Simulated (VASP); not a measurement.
# BN (P1) in VASP: single point with PBEsol

Aim: the single point of BN with PBEsol.

Program: VASP 6.6.1. These are calculated values, not measurements. Logs are shortened: lines on timing, memory, paths and dates and some standing lists are left out, and cuts for length are marked.

**1. The cell of the first run**

The typed cell holds 32 atoms: a = 5.088 Å, b = 5.088 Å, c = 8.416 Å, α = 90.00°, β = 90.00°, γ = 120.00°.

**2. Single point, PBEsol**

INCAR reads:

```
SYSTEM = BN
  PREC = Accurate
  ENCUT = 520
  EDIFF = 1E-6
  ISMEAR = -1
  SIGMA = 0.146
  LREAL = Auto
  LASPH = .True.
  NELM = 60
  ALGO = Normal
  ISIF = 2
  LWAVE = .False.
  LCHARG = .False.
  GGA = PS
  NBANDS = 86
```

KPOINTS reads:

```
regular mesh
0
Gamma
  6 6 2
  0 0 0
```

POSCAR reads:

```
BN
1.0
    5.0878986338      0.0000000000      0.0000000000
   -2.5439493169      4.4062494687      0.0000000000
    0.0000000000      0.0000000000      8.4156335720
B N
16 16
Direct
    0.3258703119      0.1455854927     -0.0061745797
    0.1506137294      0.3305480115      0.2478178241
    0.3226476913      0.1510300324      0.4980208518
    0.1696815517      0.3346106503      0.7562415765
    0.3193837123      0.6466213546     -0.0070257337
    0.1463924729      0.8050565510      0.2468043531
    0.3599641752      0.6847767067      0.4936431660
    0.1661023199      0.8436605840      0.7557268203
    0.8574265098      0.1857852139      0.0077864607
    0.6467945909      0.3247471597      0.2503034361
    0.8360578932      0.1821635397      0.4993318642
    0.6569297819      0.3326025933      0.7420622519
    0.8293617570      0.6540902916      0.0084044771
    0.6836271733      0.8391215764      0.2576372868
    0.8551118803      0.6754928474      0.5030682436
    0.6794017132      0.8413992504      0.7474908391
    0.3115758007      0.1590586291      0.1856355777
    0.1840643779      0.3433845520      0.4355718400
    0.3203893691      0.1631473672      0.6862597986
    0.1633253469      0.3278704509      0.9374057143
    0.3295608425      0.6668376407      0.1857705646
    0.1871658490      0.8301465966      0.4413731858
    0.3305114473      0.6660222080      0.6853368734
    0.1567147408      0.8071401824      0.9405353658
    0.8267193183      0.1598141469      0.1842972352
    0.6713862710      0.3402022538      0.4447625919
    0.8612726241      0.2268888784      0.6841003652
    0.6376922421      0.3020761783      0.9378143585
    0.8093287300      0.6660582931      0.1833525648
    0.6943306549      0.8527905709      0.4345947300
    0.8601328266      0.6933658708      0.6873592999
    0.6516874946      0.8127213462      0.9445792681
```

Potentials or basis: VASP PAW PBE potentials, release 64 (B, N).

On the command line:

```bash
$ cat potpaw_PBE.64/B/POTCAR potpaw_PBE.64/N/POTCAR > POTCAR
$ mpirun -np 1 vasp_std > vasp.out
```

OUTCAR:

```text
SYSTEM = BN
   PREC = Accurate
   ENCUT = 520
   EDIFF = 1E-6
   ISMEAR = -1
   LREAL = Auto
   LASPH = .True.
   NELM = 60
   ISIF = 2
   GGA = PS

 ion  position               nearest neighbor table
   1  0.326  0.146  0.994-  28 1.45  24 1.56  20 1.59  17 1.62
   2  0.151  0.331  0.248-  25 1.52  17 1.56  21 1.57  18 1.59
   3  0.323  0.151  0.498-  22 1.50  18 1.56  19 1.59  26 1.60
   4  0.170  0.335  0.756-  27 1.51  20 1.52  19 1.54  23 1.58
   5  0.319  0.647  0.993-  20 1.48  24 1.49  32 1.52  21 1.62
   6  0.146  0.805  0.247-  21 1.51  29 1.59  17 1.64  22 1.65
[... 24 lines left out ...]
  31  0.860  0.693  0.687-   8 1.47  16 1.54  15 1.55  12 1.66
  32  0.652  0.813  0.945-   5 1.52  13 1.58  16 1.66   9 1.73

  LATTYP: Found a hexagonal cell.
 ALAT       =     5.0878986338
 C/A-ratio  =     1.6540489852

  Lattice vectors:

 A1 = (   5.0878986338,   0.0000000000,   0.0000000000)
 A2 = (  -2.5439493169,   4.4062494687,   0.0000000000)
 A3 = (   0.0000000000,   0.0000000000,   8.4156335720)

Analysis of symmetry for initial positions (statically):
=====================================================================
 Subroutine PRICEL returns:
 Original cell was already a primitive cell.

 Routine SETGRP: Setting up the symmetry group for a
 hexagonal supercell.

 Subroutine GETGRP returns: Found  1 space group operations
 (whereof  1 operations were pure point group operations)
 out of a pool of 24 trial point group operations.

The static configuration has the point symmetry C_1 .

Analysis of symmetry for dynamics (positions and initial velocities):
=====================================================================
 Subroutine PRICEL returns:
 Original cell was already a primitive cell.

 Routine SETGRP: Setting up the symmetry group for a
 hexagonal supercell.

 Subroutine GETGRP returns: Found  1 space group operations
 (whereof  1 operations were pure point group operations)
 out of a pool of 24 trial point group operations.

The dynamic configuration has the point symmetry C_1 .

 Subroutine INISYM returns: Found  1 space group operations
 (whereof  1 operations are pure point group operations),
 and found     1 'primitive' translations

----------------------------------------------------------------------------------------

                                     Primitive cell

  volume of cell :     188.6663

  direct lattice vectors                    reciprocal lattice vectors
     5.087898634  0.000000000  0.000000000     0.196544796  0.113475191  0.000000000
    -2.543949317  4.406249469  0.000000000     0.000000000  0.226950382  0.000000000
     0.000000000  0.000000000  8.415633572     0.000000000  0.000000000  0.118826466

  length of vectors
     5.087898634  5.087898634  8.415633572     0.226950382  0.226950382  0.118826466

  position of ions in fractional coordinates (direct lattice)
     0.325870312  0.145585493  0.993825420
     0.150613729  0.330548011  0.247817824
     0.322647691  0.151030032  0.498020852
     0.169681552  0.334610650  0.756241577
     0.319383712  0.646621355  0.992974266
     0.146392473  0.805056551  0.246804353
[... 24 lines left out ...]
     0.860132827  0.693365871  0.687359300
     0.651687495  0.812721346  0.944579268

  ion indices of the primitive-cell ions
   primitive index   ion index
                 1           1
                 2           2
                 3           3
                 4           4
                 5           5
                 6           6
[... 24 lines left out ...]
                31          31
                32          32

----------------------------------------------------------------------------------------

 KPOINTS: regular mesh

Automatic generation of k-mesh.
 Grid dimensions read from file:
 generate k-points for:    6    6    2

 Generating k-lattice:

  Cartesian coordinates                     Fractional coordinates (reciprocal lattice)
     0.032757466  0.018912532  0.000000000     0.166666667 -0.000000000  0.000000000
     0.000000000  0.037825064  0.000000000     0.000000000  0.166666667  0.000000000
     0.000000000  0.000000000  0.059413233     0.000000000  0.000000000  0.500000000

  Length of vectors
     0.037825064  0.037825064  0.059413233

  Shift w.r.t. Gamma in fractional coordinates (k-lattice)
     0.000000000  0.000000000  0.000000000

 Subroutine IBZKPT returns following result:
 ===========================================

 Found     40 irreducible k-points:

 Following reciprocal coordinates:
            Coordinates               Weight
  0.000000  0.000000  0.000000      1.000000
  0.166667 -0.000000  0.000000      2.000000
  0.000000  0.166667  0.000000      2.000000
 -0.166667  0.166667  0.000000      2.000000
  0.333333 -0.000000  0.000000      2.000000
  0.000000  0.333333  0.000000      2.000000
[... 16 lines left out ...]
  0.000000  0.166667  0.500000      2.000000
 -0.166667  0.166667  0.500000      2.000000
 [... further k-points ...]
   k-points           NKPTS =     40   k-points in BZ     NKDIM =     40   number of bands    NBANDS=     86
   number of dos      NEDOS =    301   number of ions     NIONS =     32
   total plane-waves  NPLWV = 102400
   dimension x,y,z NGX =    40 NGY =   40 NGZ =   64
   dimension x,y,z NGXF=    80 NGYF=   80 NGZF=  128
   ions per type =              16  16
   NGX,Y,Z   is equivalent  to a cutoff of  13.07, 13.07, 12.64 a.u.
   NGXF,Y,Z  is equivalent  to a cutoff of  26.14, 26.14, 25.29 a.u.
 SYSTEM =  BN
   PREC   = accura    normal or accurate (medium, high low for compatibility)
   ISTART =      0    job   : 0-new  1-cont  2-samecut
   ICHARG =      2    charge: 1-file 2-atom 10-const
   ISPIN  =      1    spin polarized calculation?
   LNONCOLLINEAR =      F non collinear calculations
   LSORBIT =      F    spin-orbit coupling
   LASPH  =      T    aspherical Exc in radial PAW
   ENCUT  =  520.0 eV  38.22 Ry    6.18 a.u.   9.46  9.46 15.65*2*pi/ulx,y,z
   NELM   =     60;   NELMIN=  2; NELMDL= -5     # of ELM steps
   EDIFF  = 0.1E-05   stopping-criterion for ELM
   LREAL  =      T    real-space projection
   EDIFFG = 0.1E-04   stopping-criterion for IOM
   NSW    =      0    number of steps for IOM
   IBRION =     -1    ionic relax: 0-MD 1-quasi-New 2-CG
   NFREE  =      0    steps in history (QN), initial steepest desc. (CG)
   ISIF   =      2    stress and relaxation
   ISYM   =      2    0-nonsym 1-usesym 2-fastsym
   POTIM  = 0.5000    time-step for ionic-motion
   TEBEG  =    0.0;   TEEND  =   0.0 temperature during run
   PSTRESS=    0.0 pullay stress
   NELECT =     128.0000    total number of electrons
   NUPDOWN=      -1.0000    fix difference up-down
   EMIN   =  10.00;   EMAX   =-10.00  energy-range for DOS
   EFERMI =   0.00;   METHOD = LEGACY
   ISMEAR =    -1;   SIGMA  =   0.15  broadening in eV -4-tet -1-fermi 0-gaus
   EFERMI_NEDOS =   21; number of points for ismear=-14 and -15
   IALGO  =     38    algorithm
   IMIX   =      4    mixing-type and parameters
     AMIX     =   0.40;   BMIX     =  1.00
     AMIX_MAG =   1.60;   BMIX_MAG =  1.00
  volume/ion in A,a.u.               =       5.90        39.79
  Fermi-wavevector in a.u.,A,eV,Ry     =   1.438512  2.718393 28.154749  2.069316
  Thomas-Fermi vector in A             =   2.557470
   LORBIT       =      0    0 simple, 1 ext, 2 COOP (PROOUT), +10 PAW based schemes
   GGA     = PS    functional components
   LHFCALC =     F    Hartree Fock is set to
   AEXX    =    0.0000 exact exchange contribution
   IVDW    =     0    specifies the selected vdW correction
   LEPSILON=     F    determine dielectric tensor
   LRPA    =     F    only Hartree local field effects (RPA)
 non-spin polarized calculation
  energy-cutoff  :      520.00
  volume of cell :      188.67
 maximum number of plane-waves:      5120
 NGX is ok and might be reduce to    40
   NGX = 19   NGY = 19   NGZ = 31

 number of electron     127.9999999 magnetization

 Free energy of the ion-electron system (eV)
  ---------------------------------------------------
  ext. energy  EPLUGINS =         0.00000000
  ---------------------------------------------------
  free energy    TOTEN  =      -288.61376535 eV

  energy without entropy =     -288.61376520  energy(sigma->0) =     -288.61376527

 E-fermi :  10.1232     XC(G=0): -13.0189

 val. band max:        7.9493105937   @ k =   0.0000   0.0000   0.0000
 cond. band min:      12.3019053124   @ k =   0.3333   0.3333   0.0000
 fundamental gap:      4.3525947186
 Fermi energy:        10.1231793285

 k-point     1 :       0.0000    0.0000    0.0000
  band No.  band energies     occupation
      1     -12.9977      2.00000
      2     -11.6417      2.00000
      3     -11.4755      2.00000
      4      -9.2501      2.00000
      5      -9.1007      2.00000
      6      -8.8218      2.00000
[... 68 lines left out ...]
     75      15.2530      0.00000
     76      15.5539      0.00000

 k-point     2 :       0.1667   -0.0000    0.0000
  band No.  band energies     occupation
      1     -12.8506      2.00000
      2     -11.5051      2.00000
      3     -11.3498      2.00000
      4      -9.6184      2.00000
      5      -9.3043      2.00000
      6      -9.0127      2.00000
[... 68 lines left out ...]
     75      15.3352      0.00000
     76      15.5236      0.00000

 k-point     3 :       0.0000    0.1667    0.0000
  band No.  band energies     occupation
      1     -12.8483      2.00000
      2     -11.5030      2.00000
      3     -11.3398      2.00000
      4      -9.6955      2.00000
      5      -9.2634      2.00000
      6      -9.0517      2.00000
[... 1648 lines left out ...]
     75      15.1502      0.00000
     76      15.4250      0.00000

 k-point    24 :      -0.1667    0.1667    0.5000
  band No.  band energies     occupation
      1     -12.5170      2.00000
      2     -12.4457      2.00000
      3     -10.0017      2.00000
      4      -9.8880      2.00000
      5      -9.4640      2.00000
      6      -9.2700      2.00000
[... 68 lines left out ...]
     75      15.1119      0.00000
     76      15.2965      0.00000

 [... further k-points ...]

 [bands above 76 left out]

------------------------ aborting loop because EDIFF is reached ----------------------------------------

  FORCE on cell =-STRESS in cart. coord.  units (eV):
  Direction    XX          YY          ZZ          XY          YZ          ZX
  --------------------------------------------------------------------------------------
  -------------------------------------------------------------------------------------
  Total        6.1609571      3.1163250      3.9078202     -1.5563889      0.2846201     -0.5384136
  in kB       52.3196006     26.4642127     33.1856862    -13.2170448      2.4170289     -4.5722738
  external PRESSURE =      37.3231665 kB  Pullay stress =       0.0000000 kB

 VOLUME and BASIS-vectors are now :
 -----------------------------------------------------------------------------
  energy-cutoff  :      520.00
  volume of cell :      188.67
      direct lattice vectors                 reciprocal lattice vectors
     5.087898634  0.000000000  0.000000000     0.196544796  0.113475191  0.000000000
    -2.543949317  4.406249469  0.000000000     0.000000000  0.226950382  0.000000000
     0.000000000  0.000000000  8.415633572     0.000000000  0.000000000  0.118826466

 POSITION                                       TOTAL-FORCE (eV/Angst)
 -----------------------------------------------------------------------------------
      1.28763      0.64149      8.36367        -1.132012      0.024103      2.409606
     -0.07459      1.45648      2.08554         2.001893      0.634578      0.639453
      1.25739      0.66548      4.19116         0.304186      2.628637      0.523076
      0.01209      1.47438      6.36425        -0.863926      1.622693     -2.072453
     -0.01998      2.84918      8.35651         1.804329      2.126275      2.374682
     -1.30319      3.54728      2.07701         0.408870      2.820443      0.317227
[... 24 lines left out ...]
      2.61238      3.05514      5.78456        -3.664913     -1.991647     -0.112437
      1.24820      3.58105      7.94923         2.039387      2.152838     -2.467158
 -----------------------------------------------------------------------------------
    total drift:                                0.000586      0.001779      0.003891

  FREE ENERGIE OF THE ION-ELECTRON SYSTEM (eV)
  ---------------------------------------------------
  free  energy   TOTEN  =      -288.6137653452 eV

  energy  without entropy=     -288.6137651996  energy(sigma->0) =     -288.61376527
```

It took 45 min on 1 thread of Intel Xeon 8259CL, shared host; peak memory 0.56 GiB.

Results:

```
Free energy            : -288.6138 eV
Pressure               : 3.7 GPa
Largest force          : 6.494 eV/Å
Band gap on the k mesh : 4.35 eV
```

Forces in eV/Å, atoms in the order of the input:
```
B   -1.132  0.024  2.410
B    2.002  0.635  0.639
B    0.304  2.629  0.523
B   -0.864  1.623 -2.072
B    1.804  2.126  2.375
B    0.409  2.820  0.317
B    0.278 -2.509  1.899
B    2.066 -1.525 -0.696
B   -3.578 -4.217 -1.992
B   -0.057  0.034 -0.075
B    2.300  0.965  0.524
B    0.287  1.451  2.151
B   -2.353 -0.485 -2.861
B   -3.104  0.032 -2.350
B   -0.648  0.040  0.038
B   -1.592  0.081  1.180
N    1.570 -0.857  0.279
N   -1.363 -0.698 -0.496
N    1.429  0.962  0.319
N    0.813 -1.360 -0.474
N   -0.417 -1.184  0.308
N   -2.629  0.020 -2.445
N    2.673  2.430  0.669
N   -1.797  1.553 -0.905
N   -0.880  1.787  1.965
N   -0.801 -0.249 -2.296
N    0.004 -6.494  0.069
N    3.182  3.204 -0.673
N    3.966 -2.237  2.569
N   -0.247 -0.762  1.680
N   -3.665 -1.992 -0.112
N    2.039  2.153 -2.467
```

Levels at points of the mesh, in eV from the valence-band top:
| k point | band 60 | band 61 | band 62 | band 63 | band 64 | band 65 | band 66 | band 67 | band 68 | band 69 |
| --- | --- | --- | --- | --- | --- | --- | --- | --- | --- | --- |
| (0.00, 0.00, 0.00) | -1.28 | -0.83 | -0.49 | -0.43 | 0.00 | 4.94 | 5.35 | 5.56 | 5.77 | 5.90 |
| (0.50, 0.00, 0.00) | -2.39 | -1.84 | -1.66 | -1.53 | -0.88 | 5.24 | 5.67 | 6.37 | 6.64 | 6.78 |
| (0.00, 0.50, 0.00) | -2.74 | -1.76 | -1.70 | -1.61 | -1.45 | 5.31 | 5.58 | 6.49 | 6.54 | 6.82 |
| (0.50, 0.50, 0.00) | -2.37 | -1.99 | -1.69 | -1.55 | -1.00 | 5.08 | 5.40 | 6.41 | 6.63 | 6.98 |
| (0.00, 0.00, 0.50) | -1.47 | -1.03 | -0.78 | -0.46 | -0.17 | 4.96 | 5.33 | 5.63 | 5.86 | 5.96 |
| (0.50, 0.00, 0.50) | -2.12 | -2.09 | -1.96 | -1.53 | -1.11 | 5.95 | 6.19 | 6.29 | 6.56 | 6.68 |
| (0.00, 0.50, 0.50) | -2.21 | -2.12 | -2.00 | -1.86 | -1.79 | 5.86 | 6.19 | 6.27 | 6.37 | 6.72 |
| (0.50, 0.50, 0.50) | -2.12 | -2.04 | -1.83 | -1.70 | -1.28 | 5.75 | 6.16 | 6.27 | 6.45 | 6.58 |

Caveat: the cell stands under pressure; the PAW data sets were made with another functional, which shifts forces and pressure a little.
